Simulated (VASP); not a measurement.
# H (Cmcm) in VASP: relaxation of the atoms with PBE

Aim: the relaxation of the atoms of H with PBE.

Everything below comes from runs of VASP 6.6.1. Logs are shortened: lines on timing, memory, paths and dates and some standing lists are left out, and cuts for length are marked.

## Step 1: The cell of the first run

The structure is orthorhombic, space group Cmcm (No. 63). The conventional cell has a = 3.297 Å, b = 5.463 Å, c = 6.314 Å, α = 90.00°, β = 90.00°, γ = 90.00°. H (site symmetry m) has 1 H at 0.74 Å within 1.0 Å.

## Step 2: Relaxation of the atoms, PBE

Contents of INCAR:

```
SYSTEM = H
ALGO     = Normal         ! electronic algorithm
EDIFF    = 1E-6           ! SCF threshold, eV
EDIFFG   = -0.01          ! ionic threshold
ENCUT    = 520            ! plane-wave cutoff, eV
GGA      = PE             ! functional
IBRION   = 2              ! ionic algorithm
ISIF     = 2              ! what is computed and relaxed
ISMEAR   = 0              ! smearing method
LASPH    = .True.         ! aspherical terms in the spheres
LCHARG   = .False.        ! write CHGCAR
LREAL    = .False.        ! projectors in reciprocal space
LWAVE    = .False.        ! write WAVECAR
NELM     = 60             ! most SCF steps
NSW      = 60             ! ionic steps
PREC     = Accurate       ! precision mode
SIGMA    = 0.02           ! smearing width, eV
```

Contents of KPOINTS:

```
k-points
0
Gamma
  8 8 4
  0 0 0
```

Contents of POSCAR:

```
H
1.0
    1.6485318600     -2.7316882300      0.0000000000
    1.6485318600      2.7316882300      0.0000000000
    0.0000000000      0.0000000000      6.3137686200
H
4
Direct
    0.5678085000      0.4321915000      0.9995149500
    0.4321915000      0.5678085000      0.0004850500
    0.4321915000      0.5678085000      0.4995149500
    0.5678085000      0.4321915000      0.5004850500
```

Potentials or basis: VASP PAW PBE potentials, release 64 (H).

The run is started by

```bash
$ cat potpaw_PBE.64/H/POTCAR > POTCAR
$ mpirun -np 1 vasp_std > vasp.out
```

OUTCAR:

```text
SYSTEM = H
   EDIFF = 1E-6
   EDIFFG = -0.01
   ENCUT = 520
   GGA = PE
   IBRION = 2
   ISIF = 2
   ISMEAR = 0
   LASPH = .True.
   LREAL = .False.
   NELM = 60
   NSW = 60
   PREC = Accurate

 ion  position               nearest neighbor table
   1  0.568  0.432  1.000-   2 0.74
   2  0.432  0.568  0.000-   1 0.74
   3  0.432  0.568  0.500-   4 0.74
   4  0.568  0.432  0.500-   3 0.74

  LATTYP: Found a base centered orthorhombic cell.
 ALAT       =     3.2970637200
 B/A-ratio  =     1.6570430310
 C/A-ratio  =     1.9149671211

  Lattice vectors:

 A1 = (   1.6485318600,  -2.7316882300,   0.0000000000)
 A2 = (   1.6485318600,   2.7316882300,   0.0000000000)
 A3 = (   0.0000000000,   0.0000000000,   6.3137686200)

Analysis of symmetry for initial positions (statically):
=====================================================================
 Subroutine PRICEL returns:
 Original cell was already a primitive cell.

 Routine SETGRP: Setting up the symmetry group for a
 base centered orthorhombic supercell.

 Subroutine GETGRP returns: Found  8 space group operations
 (whereof  4 operations were pure point group operations)
 out of a pool of  8 trial point group operations.

The static configuration has the point symmetry C_2h.
 The point group associated with its full space group is D_2h.

Analysis of symmetry for dynamics (positions and initial velocities):
=====================================================================
 Subroutine PRICEL returns:
 Original cell was already a primitive cell.

 Routine SETGRP: Setting up the symmetry group for a
 base centered orthorhombic supercell.

 Subroutine GETGRP returns: Found  8 space group operations
 (whereof  4 operations were pure point group operations)
 out of a pool of  8 trial point group operations.

The dynamic configuration has the point symmetry C_2h.
 The point group associated with its full space group is D_2h.

 Subroutine INISYM returns: Found  8 space group operations
 (whereof  4 operations are pure point group operations),
 and found     1 'primitive' translations

----------------------------------------------------------------------------------------

                                     Primitive cell

  volume of cell :      56.8653

  direct lattice vectors                    reciprocal lattice vectors
     1.648531860 -2.731688230  0.000000000     0.303300174 -0.183036993  0.000000000
     1.648531860  2.731688230  0.000000000     0.303300174  0.183036993  0.000000000
     0.000000000  0.000000000  6.313768620     0.000000000  0.000000000  0.158384011

  length of vectors
     3.190576418  3.190576418  6.313768620     0.354250669  0.354250669  0.158384011

  position of ions in fractional coordinates (direct lattice)
     0.567808500  0.432191500  0.999514950
     0.432191500  0.567808500  0.000485050
     0.432191500  0.567808500  0.499514950
     0.567808500  0.432191500  0.500485050

  ion indices of the primitive-cell ions
   primitive index   ion index
                 1           1
                 2           2
                 3           3
                 4           4

----------------------------------------------------------------------------------------

 KPOINTS: k-points

Automatic generation of k-mesh.
 Grid dimensions read from file:
 generate k-points for:    8    8    4

 Generating k-lattice:

  Cartesian coordinates                     Fractional coordinates (reciprocal lattice)
     0.037912522 -0.022879624  0.000000000     0.125000000  0.000000000  0.000000000
     0.037912522  0.022879624  0.000000000     0.000000000  0.125000000  0.000000000
     0.000000000  0.000000000  0.039596003     0.000000000  0.000000000  0.250000000

  Length of vectors
     0.044281334  0.044281334  0.039596003

  Shift w.r.t. Gamma in fractional coordinates (k-lattice)
     0.000000000  0.000000000  0.000000000

 Subroutine IBZKPT returns following result:
 ===========================================

 Found     63 irreducible k-points:

 Following reciprocal coordinates:
            Coordinates               Weight
  0.000000  0.000000  0.000000      1.000000
  0.125000  0.000000  0.000000      4.000000
  0.250000  0.000000  0.000000      4.000000
  0.375000  0.000000  0.000000      4.000000
  0.500000  0.000000  0.000000      2.000000
  0.125000  0.125000  0.000000      2.000000
[... 16 lines left out ...]
  0.125000  0.000000  0.250000      8.000000
  0.250000  0.000000  0.250000      8.000000
 [... further k-points ...]
   k-points           NKPTS =     63   k-points in BZ     NKDIM =     63   number of bands    NBANDS=      6
   number of dos      NEDOS =    301   number of ions     NIONS =      4
   total plane-waves  NPLWV =  27648
   dimension x,y,z NGX =    24 NGY =   24 NGZ =   48
   dimension x,y,z NGXF=    48 NGYF=   48 NGZF=   96
   ions per type =               4
   NGX,Y,Z   is equivalent  to a cutoff of  12.51, 12.51, 12.64 a.u.
   NGXF,Y,Z  is equivalent  to a cutoff of  25.01, 25.01, 25.28 a.u.
 SYSTEM =  H
   PREC   = accura    normal or accurate (medium, high low for compatibility)
   ISTART =      0    job   : 0-new  1-cont  2-samecut
   ICHARG =      2    charge: 1-file 2-atom 10-const
   ISPIN  =      1    spin polarized calculation?
   LNONCOLLINEAR =      F non collinear calculations
   LSORBIT =      F    spin-orbit coupling
   LASPH  =      T    aspherical Exc in radial PAW
   ENCUT  =  520.0 eV  38.22 Ry    6.18 a.u.   5.93  5.93 11.74*2*pi/ulx,y,z
   NELM   =     60;   NELMIN=  2; NELMDL= -5     # of ELM steps
   EDIFF  = 0.1E-05   stopping-criterion for ELM
   LREAL  =      F    real-space projection
   EDIFFG = -.1E-01   stopping-criterion for IOM
   NSW    =     60    number of steps for IOM
   IBRION =      2    ionic relax: 0-MD 1-quasi-New 2-CG
   NFREE  =      1    steps in history (QN), initial steepest desc. (CG)
   ISIF   =      2    stress and relaxation
   ISYM   =      2    0-nonsym 1-usesym 2-fastsym
   POTIM  = 0.5000    time-step for ionic-motion
   TEBEG  =    0.0;   TEEND  =   0.0 temperature during run
   PSTRESS=    0.0 pullay stress
   NELECT =       4.0000    total number of electrons
   NUPDOWN=      -1.0000    fix difference up-down
   EMIN   =  10.00;   EMAX   =-10.00  energy-range for DOS
   EFERMI =   0.00;   METHOD = LEGACY
   ISMEAR =     0;   SIGMA  =   0.02  broadening in eV -4-tet -1-fermi 0-gaus
   EFERMI_NEDOS =   21; number of points for ismear=-14 and -15
   IALGO  =     38    algorithm
   IMIX   =      4    mixing-type and parameters
     AMIX     =   0.40;   BMIX     =  1.00
     AMIX_MAG =   1.60;   BMIX_MAG =  1.00
  volume/ion in A,a.u.               =      14.22        95.94
  Fermi-wavevector in a.u.,A,eV,Ry     =   0.675791  1.277060  6.213693  0.456694
  Thomas-Fermi vector in A             =   1.752912
   LORBIT       =      0    0 simple, 1 ext, 2 COOP (PROOUT), +10 PAW based schemes
   GGA     = PE    functional components
   LHFCALC =     F    Hartree Fock is set to
   AEXX    =    0.0000 exact exchange contribution
   IVDW    =     0    specifies the selected vdW correction
   LEPSILON=     F    determine dielectric tensor
   LRPA    =     F    only Hartree local field effects (RPA)
 conjugate gradient relaxation of ions
 non-spin polarized calculation
 Gauss-broadening in eV      SIGMA  =   0.02
  energy-cutoff  :      520.00
  volume of cell :       56.87
 maximum number of plane-waves:      1546
   NGX = 11   NGY = 11   NGZ = 23

--------------------------------------- Ionic step        1  -------------------------------------------

 number of electron       3.9999998 magnetization

 Free energy of the ion-electron system (eV)
  ---------------------------------------------------
  ext. energy  EPLUGINS =         0.00000000
  ---------------------------------------------------
  free energy    TOTEN  =       -13.55961503 eV

  energy without entropy =      -13.55961503  energy(sigma->0) =      -13.55961503

------------------------ aborting loop because EDIFF is reached ----------------------------------------

  FORCE on cell =-STRESS in cart. coord.  units (eV):
  Direction    XX          YY          ZZ          XY          YZ          ZX
  --------------------------------------------------------------------------------------
  -------------------------------------------------------------------------------------
  Total        0.0395068      0.4509211      0.0258056      0.0000000     -0.0000000      0.0000000
  in kB        1.1131017     12.7046871      0.7270711      0.0000000     -0.0000000      0.0000000
  external PRESSURE =       4.8482866 kB  Pullay stress =       0.0000000 kB
[... 61 lines left out ...]
  energy  without entropy=      -13.5479110411  energy(sigma->0) =      -13.54791104

--------------------------------------- Ionic step        3  -------------------------------------------

 number of electron       3.9999999 magnetization

 Free energy of the ion-electron system (eV)
  ---------------------------------------------------
  ext. energy  EPLUGINS =         0.00000000
  ---------------------------------------------------
  free energy    TOTEN  =       -13.56220358 eV

  energy without entropy =      -13.56220358  energy(sigma->0) =      -13.56220358

 E-fermi :  -8.3888     XC(G=0):  -4.8358

 val. band max:       -8.5235395830   @ k =   0.3750   0.3750   0.0000
 cond. band min:      -0.3123692493   @ k =   0.5000   0.5000   0.0000
 fundamental gap:      8.2111703337
 Fermi energy:        -8.3888443064

 k-point     1 :       0.0000    0.0000    0.0000
  band No.  band energies     occupation
      1     -10.4267      2.00000
      2      -9.7254      2.00000
      3       0.7339      0.00000
      4       3.8181      0.00000
      5       8.0932      0.00000
      6       8.4149      0.00000

 k-point     2 :       0.1250    0.0000    0.0000
  band No.  band energies     occupation
      1     -10.2838      2.00000
      2      -9.6048      2.00000
      3       1.0213      0.00000
      4       3.4380      0.00000
      5       6.8336      0.00000
      6       7.6404      0.00000
[... 190 lines left out ...]
 k-point    24 :       0.2500    0.0000    0.2500
  band No.  band energies     occupation
      1      -9.8266      2.00000
      2      -9.3927      2.00000
      3       2.1147      0.00000
      4       2.4033      0.00000
      5       4.8997      0.00000
      6       6.6280      0.00000

 [... further k-points ...]

------------------------ aborting loop because EDIFF is reached ----------------------------------------

  FORCE on cell =-STRESS in cart. coord.  units (eV):
  Direction    XX          YY          ZZ          XY          YZ          ZX
  --------------------------------------------------------------------------------------
  -------------------------------------------------------------------------------------
  Total        0.0428904      0.0020901      0.0293809      0.0000000     -0.0000000      0.0000000
  in kB        1.2084370      0.0588872      0.8278062      0.0000000     -0.0000000      0.0000000
  external PRESSURE =       0.6983768 kB  Pullay stress =       0.0000000 kB
[... 19 lines left out ...]
  FREE ENERGIE OF THE ION-ELECTRON SYSTEM (eV)
  ---------------------------------------------------
  free  energy   TOTEN  =       -13.5622035803 eV

  energy  without entropy=      -13.5622035803  energy(sigma->0) =      -13.56220358

 reached required accuracy - stopping structural energy minimisation
```

Run time: 17 s. Hardware: 1 thread of Oxide Virtual Turin-like, shared host; peak memory 0.13 GiB.

Results:

```yaml
Free_energy: -13.5622 eV
Energy_gained_by_relaxing: 0.6 meV/atom
Ionic_steps: 3
Pressure_after_relaxing: 0.1 GPa
Band_gap_on_the_k_mesh: 8.21 eV
```

Stress tensor (GPa, compression positive):
```
0.12 0.00 0.00
0.00 0.01 0.00
0.00 0.00 0.08
```

Step by step:
```
step  energy change (eV)  largest force (eV/Å)  pressure (GPa)
   1              0.0000                0.3046            0.48
   2              0.0117                0.6715           -0.88
   3             -0.0026                0.0004            0.07
```

Final structure:
```yaml
crystal:
  lattice:
    - [1.64853, -2.73169, 0.00000]
    - [1.64853, 2.73169, 0.00000]
    - [0.00000, 0.00000, 6.31377]
  atoms:
    - { symbol: H, position: [0.56859, 0.43141, 0.99951] }
    - { symbol: H, position: [0.43141, 0.56859, 0.00049] }
    - { symbol: H, position: [0.43141, 0.56859, 0.49951] }
    - { symbol: H, position: [0.56859, 0.43141, 0.50049] }
```

Caveat: this functional lacks dispersion, which holds the molecules together, so the pressure and a relaxed volume are unreliable. A k mesh can miss the band edges.
